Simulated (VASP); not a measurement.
# Sn2Ir in VASP: a series of runs, part 2 of 2

VASP 6.6.1. The steps go on from the part before.

## (5) Single point, LDA

The input, INCAR:

```
SYSTEM = Sn2Ir
PREC = Accurate
ENCUT = 520
EDIFF = 1E-6
ISMEAR = -1
SIGMA = 0.08
LREAL = .False.
LASPH = .True.
NELM = 60
ALGO = Normal
ISIF = 2
LWAVE = .False.
LCHARG = .False.
LDIPOL = .True.
IDIPOL = 3
DIPOL = 0.5 0.5 0.500
NBANDS = 46
EFIELD = -0.2
```

The input, KPOINTS:

```
regular mesh
0
Gamma
  9 9 1
  0 0 0
```

The input, POSCAR:

```
Sn2Ir
1.0
    4.4575016955      0.0000000000      0.0000000000
   -2.2287508478      3.8603097057      0.0000000000
    0.0000000000      0.0000000000     21.4593000000
Sn Ir
4 2
Direct
    0.0000000000      0.0000000000      0.3747709475
    0.6666666667      0.3333333333      0.4573669373
    0.3333333333      0.6666666667      0.5426330628
    0.0000000000      0.0000000000      0.6252290526
    0.3333333333      0.6666666667      0.4176708308
    0.6666666667      0.3333333333      0.5823291690
```

Potentials or basis: VASP PAW LDA potentials, release 64 (Sn_d, Ir).

The run is started by

```
cat potpaw_LDA.64/Sn_d/POTCAR potpaw_LDA.64/Ir/POTCAR > POTCAR
mpirun -np 1 vasp_std > vasp.out
```

OUTCAR:

```text
SYSTEM = Sn2Ir
   PREC = Accurate
   ENCUT = 520
   EDIFF = 1E-6
   ISMEAR = -1
   LREAL = .False.
   LASPH = .True.
   NELM = 60
   ISIF = 2

 ion  position               nearest neighbor table
   1  0.000  0.000  0.375-   5 2.73   5 2.73   5 2.73   2 3.12   2 3.12   2 3.12
   2  0.667  0.333  0.457-   6 2.68   5 2.71   5 2.71   5 2.71   1 3.12   1 3.12   1 3.12   3 3.16
                             3 3.16   3 3.16
   3  0.333  0.667  0.543-   5 2.68   6 2.71   6 2.71   6 2.71   4 3.12   4 3.12   4 3.12   2 3.16
                             2 3.16   2 3.16
   4  0.000  0.000  0.625-   6 2.73   6 2.73   6 2.73   3 3.12   3 3.12   3 3.12
   5  0.333  0.667  0.418-   3 2.68   2 2.71   2 2.71   2 2.71   1 2.73   1 2.73   1 2.73
   6  0.667  0.333  0.582-   2 2.68   3 2.71   3 2.71   3 2.71   4 2.73   4 2.73   4 2.73

  LATTYP: Found a hexagonal cell.
 ALAT       =     4.4575016955
 C/A-ratio  =     4.8141989540

  Lattice vectors:

 A1 = (   4.4575016955,   0.0000000000,   0.0000000000)
 A2 = (  -2.2287508478,   3.8603097057,   0.0000000000)
 A3 = (   0.0000000000,   0.0000000000,  21.4593000000)

Analysis of symmetry for initial positions (statically):
=====================================================================
 Subroutine PRICEL returns:
[... 183 lines left out ...]
      4     -21.2940      2.00000
      5     -21.2940      2.00000
      6     -21.2170      2.00000
[... 577 lines left out ...]
     45       5.7484      0.00000
     46       6.1388      0.00000

------------------------ aborting loop because EDIFF is reached ----------------------------------------

 vacuum level on the upper side and lower side of the slab       (xc-potential included)         1.208        -1.431

  FORCE on cell =-STRESS in cart. coord.  units (eV):
  Direction    XX          YY          ZZ          XY          YZ          ZX
  --------------------------------------------------------------------------------------
  -------------------------------------------------------------------------------------
  Total       -4.2139752     -4.2139752      0.1698044      0.0000000      0.0000000      0.0000000
  in kB      -18.2840897    -18.2840897      0.7367672      0.0000000      0.0000000      0.0000000
  external PRESSURE =     -11.9438040 kB  Pullay stress =       0.0000000 kB

 VOLUME and BASIS-vectors are now :
 -----------------------------------------------------------------------------
  energy-cutoff  :      520.00
  volume of cell :      369.26
      direct lattice vectors                 reciprocal lattice vectors
     4.457501696  0.000000000  0.000000000     0.224340913  0.129523287  0.000000000
    -2.228750848  3.860309706  0.000000000     0.000000000  0.259046573  0.000000000
     0.000000000  0.000000000 21.459300000     0.000000000  0.000000000  0.046599842

 POSITION                                       TOTAL-FORCE (eV/Angst)
 -----------------------------------------------------------------------------------
      0.00000      0.00000      8.04232         0.000000      0.000000     -0.013381
      2.22875      1.28677      9.81477         0.000000     -0.000000     -0.000804
     -0.00000      2.57354     11.64453        -0.000000      0.000000      0.003563
      0.00000      0.00000     13.41698         0.000000     -0.000000      0.052081
     -0.00000      2.57354      8.96292        -0.000000     -0.000000     -0.042768
      2.22875      1.28677     12.49638        -0.000000      0.000000      0.001309
 -----------------------------------------------------------------------------------
    total drift:                                0.000000      0.000000     -0.000011

  FREE ENERGIE OF THE ION-ELECTRON SYSTEM (eV)
  ---------------------------------------------------
  free  energy   TOTEN  =       -38.6417545086 eV

  energy  without entropy=      -38.5781461102  energy(sigma->0) =      -38.60995031

 vacuum level on the upper side and lower side of the slab         5.861         3.222
```

stdout:

```text
POSCAR found type information on POSCAR SnIr
 POSCAR found :  2 types and       6 ions
 scaLAPACK will be used
 LDA part: xc-table for (Slater(with rela. corr.)+CA(PZ))
 , standard interpolation
 POSCAR, INCAR and KPOINTS ok, starting setup
 FFT: planning ... GRIDC
 FFT: planning ... GRID_SOFT
 FFT: planning ... GRID
 WAVECAR not read
 entering main loop
```

Run time: 5.2 min. Hardware: 1 thread of Intel Xeon Platinum 8559C (Emerald Rapids), shared host; peak memory 0.46 GiB.

Results:

| Item | Value |
| --- | --- |
| Free energy | -38.6418 eV |
| Largest force | 0.052 eV/Å |
| Band gap on the k mesh | zero (bands 37 and 38 overlap by 1.55 eV) |

Forces on the atoms (eV/Å):
```
Sn   0.000  0.000 -0.013
Sn   0.000  0.000 -0.001
Sn   0.000  0.000  0.004
Sn   0.000  0.000  0.052
Ir   0.000  0.000 -0.043
Ir   0.000  0.000  0.001
```

Caveat: spin-orbit coupling is left out, which moves the levels of the heavy elements.

## (6) Overview

| cell | electric field (eV/Å) | gap on the mesh (eV) | largest force (eV/Å) |
| --- | --- | --- | --- |
| as given, atomic positions A | - | none | 0.33 |
| as given, atomic positions B | - | none | 0.03 |
| as given, atomic positions B | -0.2 eV/Å | none | 0.05 |

Alike in all rows: task single point; level LDA; potentials or basis VASP PAW LDA potentials, release 64 (Sn_d, Ir); no spin polarisation; k mesh 9 × 9 × 1; cutoff (eV) 520; smearing fermi-dirac 0.08 eV.

Caveats: spin-orbit coupling is left out, which moves the levels of the heavy elements.

Total energies depend on the potentials used, so only differences within one code and one set of settings carry meaning.
